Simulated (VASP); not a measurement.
# ZnS (wurtzite type) (P6_3mc) in VASP: relaxation of cell and atoms with PBE

Aim: the relaxation of cell and atoms of ZnS (wurtzite type) with PBE.

Program: VASP 6.6.1. These are calculated values, not measurements. Logs are shortened: lines on timing, memory, paths and dates and some standing lists are left out, and cuts for length are marked.

## Step 1: The cell of the first run

Symmetry: P6_3mc, No. 186, hexagonal system. Conventional cell: a = 3.837 Å, b = 3.837 Å, c = 6.255 Å, α = 90.00°, β = 90.00°, γ = 120.00°. Zn (site symmetry 3m) has 4 S at 2.35 Å within 3.1 Å. S (site symmetry 3m) has 4 Zn at 2.35 Å within 3.1 Å.

## Step 2: Relaxation of cell and atoms, PBE, target pressure 0.016 GPa, at which the enthalpy is minimised

INCAR

```
ALGO = Normal
EDIFF = 1E-7
EDIFFG = -0.005
ENCUT = 500
GGA = PE
GGA_COMPAT = F
IBRION = 2
ISIF = 3
ISMEAR = -1
LASPH = T
LCHARG = F
LREAL = F
LWAVE = F
NELM = 120
NELMIN = 4
NSW = 60
PREC = Accurate
PSTRESS = 0.16
SIGMA = 0.05
```

KPOINTS

```
k-points
0
Gamma
  10 10 5
```

POSCAR

```
ZnS
1.0
    3.8371503494      0.0000000000      0.0000000000
   -1.9185751747      3.3230696807      0.0000000000
    0.0000000000      0.0000000000      6.2545550695
Zn S
2 2
Direct
    0.3333333333      0.6666666667      0.0000000000
    0.6666666667      0.3333333333      0.5000000000
    0.3333333333      0.6666666667      0.3760000000
    0.6666666667      0.3333333333      0.8760000000
```

Potentials or basis: VASP PAW PBE potentials, release 64 (Zn, S).

On the command line:

```
> cat potpaw_PBE.64/Zn/POTCAR potpaw_PBE.64/S/POTCAR > POTCAR
> mpirun -np 1 vasp_std > vasp.out
```

OUTCAR:

```text
EDIFF = 1E-7
   EDIFFG = -0.005
   ENCUT = 500
   GGA = PE
   IBRION = 2
   ISIF = 3
   ISMEAR = -1
   LASPH = T
   LREAL = F
   NELM = 120
   NELMIN = 4
   NSW = 60
   PREC = Accurate
   PSTRESS = 0.16

 ion  position               nearest neighbor table
   1  0.333  0.667  0.000-   4 2.35   4 2.35   4 2.35   3 2.35
   2  0.667  0.333  0.500-   3 2.35   3 2.35   3 2.35   4 2.35
   3  0.333  0.667  0.376-   2 2.35   2 2.35   2 2.35   1 2.35
   4  0.667  0.333  0.876-   1 2.35   1 2.35   1 2.35   2 2.35

  LATTYP: Found a hexagonal cell.
 ALAT       =     3.8371503494
 C/A-ratio  =     1.6300000000

  Lattice vectors:

 A1 = (   3.8371503494,   0.0000000000,   0.0000000000)
 A2 = (  -1.9185751747,   3.3230696807,   0.0000000000)
 A3 = (   0.0000000000,   0.0000000000,   6.2545550695)

Analysis of symmetry for initial positions (statically):
=====================================================================
 Subroutine PRICEL returns:
 Original cell was already a primitive cell.

 Routine SETGRP: Setting up the symmetry group for a
 hexagonal supercell.

 Subroutine GETGRP returns: Found 12 space group operations
 (whereof  6 operations were pure point group operations)
 out of a pool of 24 trial point group operations.

The static configuration has the point symmetry C_3v.
 The point group associated with its full space group is C_6v.

Analysis of symmetry for dynamics (positions and initial velocities):
=====================================================================
 Subroutine PRICEL returns:
 Original cell was already a primitive cell.

 Routine SETGRP: Setting up the symmetry group for a
 hexagonal supercell.

 Subroutine GETGRP returns: Found 12 space group operations
 (whereof  6 operations were pure point group operations)
 out of a pool of 24 trial point group operations.

The dynamic configuration has the point symmetry C_3v.
 The point group associated with its full space group is C_6v.

 Subroutine INISYM returns: Found 12 space group operations
 (whereof  6 operations are pure point group operations),
 and found     1 'primitive' translations

----------------------------------------------------------------------------------------

                                     Primitive cell

  volume of cell :      79.7526

  direct lattice vectors                    reciprocal lattice vectors
     3.837150349  0.000000000  0.000000000     0.260610064  0.150463291  0.000000000
    -1.918575175  3.323069681  0.000000000     0.000000000  0.300926582  0.000000000
     0.000000000  0.000000000  6.254555070     0.000000000  0.000000000  0.159883475

  length of vectors
     3.837150349  3.837150349  6.254555070     0.300926582  0.300926582  0.159883475

  position of ions in fractional coordinates (direct lattice)
     0.333333333  0.666666667  0.000000000
     0.666666667  0.333333333  0.500000000
     0.333333333  0.666666667  0.376000000
     0.666666667  0.333333333  0.876000000

  ion indices of the primitive-cell ions
   primitive index   ion index
                 1           1
                 2           2
                 3           3
                 4           4

----------------------------------------------------------------------------------------

 KPOINTS: k-points

Automatic generation of k-mesh.
 Grid dimensions read from file:
 generate k-points for:   10   10    5

 Generating k-lattice:

  Cartesian coordinates                     Fractional coordinates (reciprocal lattice)
     0.026061006  0.015046329  0.000000000     0.100000000  0.000000000  0.000000000
     0.000000000  0.030092658  0.000000000     0.000000000  0.100000000  0.000000000
     0.000000000  0.000000000  0.031976695     0.000000000  0.000000000  0.200000000

  Length of vectors
     0.030092658  0.030092658  0.031976695

  Shift w.r.t. Gamma in fractional coordinates (k-lattice)
     0.000000000  0.000000000  0.000000000

 Subroutine IBZKPT returns following result:
 ===========================================

 Found     42 irreducible k-points:

 Following reciprocal coordinates:
            Coordinates               Weight
  0.000000  0.000000  0.000000      1.000000
  0.100000 -0.000000  0.000000      6.000000
  0.200000 -0.000000  0.000000      6.000000
  0.300000  0.000000  0.000000      6.000000
  0.400000  0.000000  0.000000      6.000000
  0.500000  0.000000  0.000000      3.000000
[... 16 lines left out ...]
  0.300000  0.100000  0.200000     24.000000
  0.400000  0.100000  0.200000     24.000000
 [... further k-points ...]
   k-points           NKPTS =     42   k-points in BZ     NKDIM =     42   number of bands    NBANDS=     22
   number of dos      NEDOS =    301   number of ions     NIONS =      4
   total plane-waves  NPLWV =  37632
   dimension x,y,z NGX =    28 NGY =   28 NGZ =   48
   dimension x,y,z NGXF=    56 NGYF=   56 NGZF=   96
   ions per type =               2   2
   NGX,Y,Z   is equivalent  to a cutoff of  12.13, 12.13, 12.76 a.u.
   NGXF,Y,Z  is equivalent  to a cutoff of  24.26, 24.26, 25.52 a.u.
 SYSTEM =  unknown system
   PREC   = accura    normal or accurate (medium, high low for compatibility)
   ISTART =      0    job   : 0-new  1-cont  2-samecut
   ICHARG =      2    charge: 1-file 2-atom 10-const
   ISPIN  =      1    spin polarized calculation?
   LNONCOLLINEAR =      F non collinear calculations
   LSORBIT =      F    spin-orbit coupling
   LASPH  =      T    aspherical Exc in radial PAW
   ENCUT  =  500.0 eV  36.75 Ry    6.06 a.u.   7.00  7.00 11.40*2*pi/ulx,y,z
   NELM   =    120;   NELMIN=  4; NELMDL= -5     # of ELM steps
   EDIFF  = 0.1E-06   stopping-criterion for ELM
   LREAL  =      F    real-space projection
   EDIFFG = -.5E-02   stopping-criterion for IOM
   NSW    =     60    number of steps for IOM
   IBRION =      2    ionic relax: 0-MD 1-quasi-New 2-CG
   NFREE  =      1    steps in history (QN), initial steepest desc. (CG)
   ISIF   =      3    stress and relaxation
   ISYM   =      2    0-nonsym 1-usesym 2-fastsym
   POTIM  = 0.5000    time-step for ionic-motion
   TEBEG  =    0.0;   TEEND  =   0.0 temperature during run
   PSTRESS=    0.2 pullay stress
   NELECT =      36.0000    total number of electrons
   NUPDOWN=      -1.0000    fix difference up-down
   EMIN   =  10.00;   EMAX   =-10.00  energy-range for DOS
   EFERMI =   0.00;   METHOD = LEGACY
   ISMEAR =    -1;   SIGMA  =   0.05  broadening in eV -4-tet -1-fermi 0-gaus
   EFERMI_NEDOS =   21; number of points for ismear=-14 and -15
   IALGO  =     38    algorithm
   IMIX   =      4    mixing-type and parameters
     AMIX     =   0.40;   BMIX     =  1.00
     AMIX_MAG =   1.60;   BMIX_MAG =  1.00
  volume/ion in A,a.u.               =      19.94       134.55
  Fermi-wavevector in a.u.,A,eV,Ry     =   1.255820  2.373156 21.457533  1.577084
  Thomas-Fermi vector in A             =   2.389558
   LORBIT       =      0    0 simple, 1 ext, 2 COOP (PROOUT), +10 PAW based schemes
   GGA     = PE    functional components
   LHFCALC =     F    Hartree Fock is set to
   AEXX    =    0.0000 exact exchange contribution
   IVDW    =     0    specifies the selected vdW correction
   LEPSILON=     F    determine dielectric tensor
   LRPA    =     F    only Hartree local field effects (RPA)
 conjugate gradient relaxation of ions
 non-spin polarized calculation
  energy-cutoff  :      500.00
  volume of cell :       79.75
 maximum number of plane-waves:      2045
 NGX is ok and might be reduce to    28
   NGX = 13   NGY = 13   NGZ = 23

--------------------------------------- Ionic step        1  -------------------------------------------

 number of electron      35.9999992 magnetization

 Free energy of the ion-electron system (eV)
  ---------------------------------------------------
  ext. energy  EPLUGINS =         0.00000000
  ---------------------------------------------------
  free energy    TOTEN  =       -13.68886167 eV

  energy without entropy =      -13.68886167  energy(sigma->0) =      -13.68886167

------------------------ aborting loop because EDIFF is reached ----------------------------------------

  FORCE on cell =-STRESS in cart. coord.  units (eV):
  Direction    XX          YY          ZZ          XY          YZ          ZX
  --------------------------------------------------------------------------------------
  -------------------------------------------------------------------------------------
  Total        0.4356176      0.4356176      0.6845946      0.0000000      0.0000000      0.0000000
  in kB        8.7512749      8.7512749     13.7530612      0.0000000      0.0000000      0.0000000
  external PRESSURE =      10.2585370 kB  Pullay stress =       0.1600000 kB
[... 265 lines left out ...]
  enthalpy is  TOTEN    =       -13.6850485651 eV   P V=        0.0080780539

--------------------------------------- Ionic step        8  -------------------------------------------

 number of electron      36.0000008 magnetization

 Free energy of the ion-electron system (eV)
  ---------------------------------------------------
  ext. energy  EPLUGINS =         0.00000000
  ---------------------------------------------------
  free energy    TOTEN  =       -13.69314607 eV

  energy without entropy =      -13.69314607  energy(sigma->0) =      -13.69314607

 E-fermi :   2.9179     XC(G=0):  -9.5097

 val. band max:        1.9009798813   @ k =   0.0000   0.0000   0.0000
 cond. band min:       3.9764029174   @ k =   0.0000   0.0000   0.0000
 fundamental gap:      2.0754230361
 Fermi energy:         2.9178762139

 k-point     1 :       0.0000    0.0000    0.0000
  band No.  band energies     occupation
      1     -11.0973      2.00000
      2     -10.2105      2.00000
      3      -4.3498      2.00000
      4      -4.3374      2.00000
      5      -4.3374      2.00000
      6      -4.2594      2.00000
[... 574 lines left out ...]
      6      -4.0785      2.00000
[... 14 lines left out ...]
     21       7.6008      0.00000
     22       8.1122      0.00000

 [... further k-points ...]

------------------------ aborting loop because EDIFF is reached ----------------------------------------

  FORCE on cell =-STRESS in cart. coord.  units (eV):
  Direction    XX          YY          ZZ          XY          YZ          ZX
  --------------------------------------------------------------------------------------
  -------------------------------------------------------------------------------------
  Total        0.0132596      0.0132596      0.0279041      0.0000000      0.0000000      0.0000000
  in kB        0.2627473      0.2627473      0.5529373      0.0000000      0.0000000      0.0000000
  external PRESSURE =       0.1994773 kB  Pullay stress =       0.1600000 kB
[... 19 lines left out ...]
  FREE ENERGIE OF THE ION-ELECTRON SYSTEM (eV)
  ---------------------------------------------------
  free  energy   TOTEN  =       -13.6931460718 eV

  energy  without entropy=      -13.6931460717  energy(sigma->0) =      -13.69314607

  enthalpy is  TOTEN    =       -13.6850716448 eV   P V=        0.0080744270

 reached required accuracy - stopping structural energy minimisation
```

It took 2.1 min on 1 thread of Intel Xeon 6975P-C (Granite Rapids), shared host; peak memory 0.23 GiB.

Results:

| Property | Result |
| --- | --- |
| Free energy | -13.6931 eV |
| Relaxed volume | 20.21 Å³/atom |
| Relaxed cell | a = 3.847 Å, b = 3.847 Å, c = 6.308 Å, α = 90.00°, β = 90.00°, γ = 120.00° |
| Space group after relaxing (to 0.1 Å) | P6_3mc (No. 186) |
| Energy change on relaxing (the run minimises the enthalpy) | -1.1 meV/atom |
| Ionic steps | 8 |
| Pressure after relaxing | 0.0 GPa |
| Band gap on the k mesh | 2.08 eV |

Forces in eV/Å, atoms in the order of the input:
```
Zn   0.000  0.000 -0.002
Zn   0.000  0.000 -0.002
S    0.000  0.000  0.002
S    0.000  0.000  0.002
```

Step by step:
```tsv
step	energy change (eV)	largest force (eV/Å)	pressure (GPa)	volume (Å³)
1	0.0000	0.0165	1.04	79.75
2	-0.0038	0.0220	-0.28	81.23
3	-0.0040	0.0212	0.00	80.92
4	-0.0040	0.0212	-0.02	80.94
5	-0.0041	0.0180	-0.05	80.92
6	-0.0043	0.0102	0.03	80.89
7	-0.0043	0.0108	0.00	80.89
8	-0.0043	0.0022	0.04	80.85
```

Final structure:
```
Zn S
1.0
     3.84713    0.00000    0.00000
    -1.92357    3.33172    0.00000
     0.00000    0.00000    6.30808
Zn S
2 2
Cartesian
  0.0000 2.2211 0.0048
  1.9236 1.1106 3.1588
  0.0000 2.2211 2.3670
  1.9236 1.1106 5.5211
```

Levels at points of the mesh, in eV from the valence-band top:
| k point | band 16 | band 17 | band 18 | band 19 | band 20 | band 21 |
| --- | --- | --- | --- | --- | --- | --- |
| (0.00, 0.00, 0.00) | -0.07 | 0.00 | 0.00 | 2.08 | 3.05 | 6.33 |
| (0.50, 0.00, 0.00) | -2.14 | -1.60 | -0.84 | 3.69 | 4.18 | 5.14 |

Caveat: the cell is relaxed towards a set pressure, so the run minimises the enthalpy, not the energy.
